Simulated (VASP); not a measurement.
# MgSn2N2 (P3m1) in VASP: notebook, part 3 of 3

VASP 6.6.1. The steps go on from the part before.

## (5) Single point, PBE

This run uses another cell than the first one, of 19.12 Å³/atom.

Contents of INCAR:

```
PREC = Accurate ; ENCUT = 520
EDIFF = 1E-6 ; ISMEAR = 0
SIGMA = 0.1 ; LREAL = False
LASPH = True ; NELM = 80
ALGO = Normal ; ISIF = 2
LWAVE = False ; LCHARG = False
GGA = PE ; NBANDS = 28
```

Contents of KPOINTS:

```
regular mesh
0
Gamma
  12 12 4
```

Contents of POSCAR:

```
MgSn2N2
1.0
    3.4708045279      0.0000000000      0.0000000000
   -1.7354022639      3.0058048927      0.0000000000
    0.0000000000      0.0000000000      9.1623050732
Mg Sn N
1 2 2
Direct
    0.3333333333      0.6666666667      0.9559524931
    0.3333333333      0.6666666667      0.2877947996
    0.6666666667      0.3333333333      0.6353428599
    0.3333333333      0.6666666667      0.7152169570
    0.6666666667      0.3333333333      0.4056928903
```

Potentials or basis: VASP PAW PBE potentials, release 64 (Mg, Sn_d, N).

Launch:

```console
cat potpaw_PBE.64/Mg/POTCAR potpaw_PBE.64/Sn_d/POTCAR potpaw_PBE.64/N/POTCAR > POTCAR
mpirun -np 1 vasp_std > vasp.out
```

OUTCAR:

```text
PREC = Accurate
   ENCUT = 520
   EDIFF = 1E-6
   ISMEAR = 0
   LREAL = False
   LASPH = True
   NELM = 80
   ISIF = 2
   GGA = PE

 ion  position               nearest neighbor table
   1  0.333  0.667  0.956-   4 2.21   2 3.04   3 3.56   3 3.56   3 3.56
   2  0.333  0.667  0.288-   5 2.28   5 2.28   5 2.28   1 3.04
   3  0.667  0.333  0.635-   5 2.10   4 2.13   4 2.13   4 2.13   1 3.56   1 3.56   1 3.56
   4  0.333  0.667  0.715-   3 2.13   3 2.13   3 2.13   1 2.21
   5  0.667  0.333  0.406-   3 2.10   2 2.28   2 2.28   2 2.28

  LATTYP: Found a hexagonal cell.
 ALAT       =     3.4708045279
 C/A-ratio  =     2.6398216896

  Lattice vectors:

 A1 = (   3.4708045279,   0.0000000000,   0.0000000000)
 A2 = (  -1.7354022639,   3.0058048927,   0.0000000000)
 A3 = (   0.0000000000,   0.0000000000,   9.1623050732)

Analysis of symmetry for initial positions (statically):
=====================================================================
 Subroutine PRICEL returns:
 Original cell was already a primitive cell.

 Routine SETGRP: Setting up the symmetry group for a
 hexagonal supercell.

 Subroutine GETGRP returns: Found  6 space group operations
 (whereof  6 operations were pure point group operations)
 out of a pool of 24 trial point group operations.

The static configuration has the point symmetry C_3v.

Analysis of symmetry for dynamics (positions and initial velocities):
=====================================================================
 Subroutine PRICEL returns:
 Original cell was already a primitive cell.

 Routine SETGRP: Setting up the symmetry group for a
 hexagonal supercell.

 Subroutine GETGRP returns: Found  6 space group operations
 (whereof  6 operations were pure point group operations)
 out of a pool of 24 trial point group operations.

The dynamic configuration has the point symmetry C_3v.

 Subroutine INISYM returns: Found  6 space group operations
 (whereof  6 operations are pure point group operations),
 and found     1 'primitive' translations

----------------------------------------------------------------------------------------

                                     Primitive cell

  volume of cell :      95.5863

  direct lattice vectors                    reciprocal lattice vectors
     3.470804528  0.000000000  0.000000000     0.288117637  0.166344795  0.000000000
    -1.735402264  3.005804893  0.000000000     0.000000000  0.332689591  0.000000000
     0.000000000  0.000000000  9.162305073     0.000000000  0.000000000  0.109142840

  length of vectors
     3.470804528  3.470804528  9.162305073     0.332689591  0.332689591  0.109142840

  position of ions in fractional coordinates (direct lattice)
     0.333333333  0.666666667  0.955952493
     0.333333333  0.666666667  0.287794800
     0.666666667  0.333333333  0.635342860
     0.333333333  0.666666667  0.715216957
     0.666666667  0.333333333  0.405692890

  ion indices of the primitive-cell ions
   primitive index   ion index
                 1           1
                 2           2
                 3           3
                 4           4
                 5           5

----------------------------------------------------------------------------------------

 KPOINTS: regular mesh

Automatic generation of k-mesh.
 Grid dimensions read from file:
 generate k-points for:   12   12    4

 Generating k-lattice:

  Cartesian coordinates                     Fractional coordinates (reciprocal lattice)
     0.024009803  0.013862066  0.000000000     0.083333333 -0.000000000  0.000000000
     0.000000000  0.027724133  0.000000000     0.000000000  0.083333333  0.000000000
     0.000000000  0.000000000  0.027285710     0.000000000  0.000000000  0.250000000

  Length of vectors
     0.027724133  0.027724133  0.027285710

  Shift w.r.t. Gamma in fractional coordinates (k-lattice)
     0.000000000  0.000000000  0.000000000

 Subroutine IBZKPT returns following result:
 ===========================================

 Found     69 irreducible k-points:

 Following reciprocal coordinates:
            Coordinates               Weight
  0.000000  0.000000  0.000000      1.000000
  0.083333  0.000000  0.000000      6.000000
  0.166667  0.000000  0.000000      6.000000
  0.250000  0.000000  0.000000      6.000000
  0.333333  0.000000  0.000000      6.000000
  0.416667  0.000000  0.000000      6.000000
[... 16 lines left out ...]
  0.166667  0.000000  0.250000      6.000000
  0.000000  0.166667  0.250000      6.000000
 [... further k-points ...]
   k-points           NKPTS =     69   k-points in BZ     NKDIM =     69   number of bands    NBANDS=     28
   number of dos      NEDOS =    301   number of ions     NIONS =      5
   total plane-waves  NPLWV =  54880
   dimension x,y,z NGX =    28 NGY =   28 NGZ =   70
   dimension x,y,z NGXF=    56 NGYF=   56 NGZF=  140
   ions per type =               1   2   2
   NGX,Y,Z   is equivalent  to a cutoff of  13.41, 13.41, 12.70 a.u.
   NGXF,Y,Z  is equivalent  to a cutoff of  26.82, 26.82, 25.40 a.u.
 SYSTEM =  unknown system
   PREC   = accura    normal or accurate (medium, high low for compatibility)
   ISTART =      0    job   : 0-new  1-cont  2-samecut
   ICHARG =      2    charge: 1-file 2-atom 10-const
   ISPIN  =      1    spin polarized calculation?
   LNONCOLLINEAR =      F non collinear calculations
   LSORBIT =      F    spin-orbit coupling
   LASPH  =      T    aspherical Exc in radial PAW
   ENCUT  =  520.0 eV  38.22 Ry    6.18 a.u.   6.45  6.45 17.04*2*pi/ulx,y,z
   NELM   =     80;   NELMIN=  2; NELMDL= -5     # of ELM steps
   EDIFF  = 0.1E-05   stopping-criterion for ELM
   LREAL  =      F    real-space projection
   EDIFFG = 0.1E-04   stopping-criterion for IOM
   NSW    =      0    number of steps for IOM
   IBRION =     -1    ionic relax: 0-MD 1-quasi-New 2-CG
   NFREE  =      0    steps in history (QN), initial steepest desc. (CG)
   ISIF   =      2    stress and relaxation
   ISYM   =      2    0-nonsym 1-usesym 2-fastsym
   POTIM  = 0.5000    time-step for ionic-motion
   TEBEG  =    0.0;   TEEND  =   0.0 temperature during run
   PSTRESS=    0.0 pullay stress
   NELECT =      40.0000    total number of electrons
   NUPDOWN=      -1.0000    fix difference up-down
   EMIN   =  10.00;   EMAX   =-10.00  energy-range for DOS
   EFERMI =   0.00;   METHOD = LEGACY
   ISMEAR =     0;   SIGMA  =   0.10  broadening in eV -4-tet -1-fermi 0-gaus
   EFERMI_NEDOS =   21; number of points for ismear=-14 and -15
   IALGO  =     38    algorithm
   IMIX   =      4    mixing-type and parameters
     AMIX     =   0.40;   BMIX     =  1.00
     AMIX_MAG =   1.60;   BMIX_MAG =  1.00
  volume/ion in A,a.u.               =      19.12       129.01
  Fermi-wavevector in a.u.,A,eV,Ry     =   1.224512  2.313992 20.400968  1.499429
  Thomas-Fermi vector in A             =   2.359584
   LORBIT       =      0    0 simple, 1 ext, 2 COOP (PROOUT), +10 PAW based schemes
   GGA     = PE    functional components
   LHFCALC =     F    Hartree Fock is set to
   AEXX    =    0.0000 exact exchange contribution
   IVDW    =     0    specifies the selected vdW correction
   LEPSILON=     F    determine dielectric tensor
   LRPA    =     F    only Hartree local field effects (RPA)
 non-spin polarized calculation
 Gauss-broadening in eV      SIGMA  =   0.10
  energy-cutoff  :      520.00
  volume of cell :       95.59
 maximum number of plane-waves:      2605
 NGX is ok and might be reduce to    28
   NGX = 13   NGY = 13   NGZ = 35

 number of electron      39.9999991 magnetization

 Free energy of the ion-electron system (eV)
  ---------------------------------------------------
  ext. energy  EPLUGINS =         0.00000000
  ---------------------------------------------------
  free energy    TOTEN  =       -24.73895392 eV

  energy without entropy =      -24.73171714  energy(sigma->0) =      -24.73533553

 E-fermi :   6.3913     XC(G=0):  -9.7524

 val. band max:        6.3725199772   @ k =   0.3333   0.2500   0.5000
 cond. band min:       6.3995807612   @ k =  -0.2500  -0.4167   0.2500
 fundamental gap:      0.0270607840
 Fermi energy:         6.3912651539

 k-point     1 :       0.0000    0.0000    0.0000
  band No.  band energies     occupation
      1     -16.4730      2.00000
      2     -16.4064      2.00000
      3     -16.4064      2.00000
      4     -16.2279      2.00000
      5     -16.2279      2.00000
      6     -15.5513      2.00000
[... 20 lines left out ...]
     27      12.5811      0.00000
[... 691 lines left out ...]
      6     -15.5726      2.00000
[... 20 lines left out ...]
     27      12.7785      0.00000
     28      12.7979      0.00000

 [... further k-points ...]
[... 5 lines left out ...]
  --------------------------------------------------------------------------------------
  -------------------------------------------------------------------------------------
  Total        0.0057649      0.0057649      0.0112807      0.0000000     -0.0000000      0.0000000
  in kB        0.0966283      0.0966283      0.1890824      0.0000000     -0.0000000      0.0000000
  external PRESSURE =       0.1274463 kB  Pullay stress =       0.0000000 kB

 VOLUME and BASIS-vectors are now :
 -----------------------------------------------------------------------------
  energy-cutoff  :      520.00
  volume of cell :       95.59
      direct lattice vectors                 reciprocal lattice vectors
     3.470804528  0.000000000  0.000000000     0.288117637  0.166344795  0.000000000
    -1.735402264  3.005804893  0.000000000     0.000000000  0.332689591  0.000000000
     0.000000000  0.000000000  9.162305073     0.000000000  0.000000000  0.109142840

 POSITION                                       TOTAL-FORCE (eV/Angst)
 -----------------------------------------------------------------------------------
     -0.00000      2.00387      8.75873        -0.000000      0.000000     -0.006674
     -0.00000      2.00387      2.63686        -0.000000     -0.000000     -0.034326
      1.73540      1.00193      5.82121        -0.000000     -0.000000      0.016065
     -0.00000      2.00387      6.55304         0.000000      0.000000      0.026417
      1.73540      1.00193      3.71708        -0.000000      0.000000     -0.001482
 -----------------------------------------------------------------------------------
    total drift:                               -0.000000     -0.000001      0.000820

  FREE ENERGIE OF THE ION-ELECTRON SYSTEM (eV)
  ---------------------------------------------------
  free  energy   TOTEN  =       -24.7389539226 eV

  energy  without entropy=      -24.7317171356  energy(sigma->0) =      -24.73533553
```

stdout:

```text
POSCAR found type information on POSCAR MgSnN
 POSCAR found :  3 types and       5 ions
 scaLAPACK will be used
 LDA part: xc-table for (Slater+PW92), standard interpolation
 POSCAR, INCAR and KPOINTS ok, starting setup
 FFT: planning ... GRIDC
 FFT: planning ... GRID_SOFT
 FFT: planning ... GRID
 WAVECAR not read
 entering main loop
```

Wall time 80 s (1 thread of Intel Xeon 6975P-C (Granite Rapids), shared host); peak memory 0.33 GiB.

What came out:

* Free energy: -24.7390 eV
* Pressure: 0.0 GPa
* Largest force: 0.034 eV/Å
* Band gap on the k mesh: zero (bands 20 and 21 overlap by 1.44 eV)

Forces on the atoms (eV/Å):
```
Mg   0.000  0.000 -0.007
Sn   0.000  0.000 -0.034
Sn   0.000  0.000  0.016
N    0.000  0.000  0.026
N    0.000  0.000 -0.001
```

Caveat: spin-orbit coupling is left out, which moves the levels of the heavy elements.

## (6) Summary

| task | cell | k mesh | cutoff (eV) | gap on the mesh (eV) | pressure (GPa) | largest force (eV/Å) |
| --- | --- | --- | --- | --- | --- | --- |
| single point | a = 3.648, b = 3.648, c = 8.213 Å, angles 90.0, 90.0, 120.0°, 5 atoms, atomic positions A | 6 × 6 × 2 | 520 | none | 0.1 | 0.56 |
| single point | a = 3.481, b = 3.481, c = 9.147 Å, angles 90.0, 90.0, 120.0°, 5 atoms, atomic positions B | 6 × 6 × 2 | 520 | none | -0.1 | 0.04 |
| relaxation of cell and atoms | relaxed from a = 3.648, b = 3.648, c = 8.213 Å, angles 90.0, 90.0, 120.0°, 5 atoms, atomic positions A | 6 × 6 × 2 | 600 | none | 0.1 | 0.02 |
| single point | a = 3.471, b = 3.471, c = 9.162 Å, angles 90.0, 90.0, 120.0°, 5 atoms, atomic positions C | 12 × 12 × 4 | 520 | none | 0.0 | 0.03 |

Alike in all rows: level PBE; potentials or basis VASP PAW PBE potentials, release 64 (Mg, Sn_d, N); no spin polarisation; smearing gaussian 0.1 eV.

Caveats: some runs use coarse meshes; spin-orbit coupling is left out, which moves the levels of the heavy elements; semilocal functionals underestimate gaps, and a narrow one can read as zero (at least some runs).

Total energies depend on the potentials used, so only differences within one code and one set of settings carry meaning.

The gap in the log of VASP goes by the Fermi energy; the results here count the filled bands.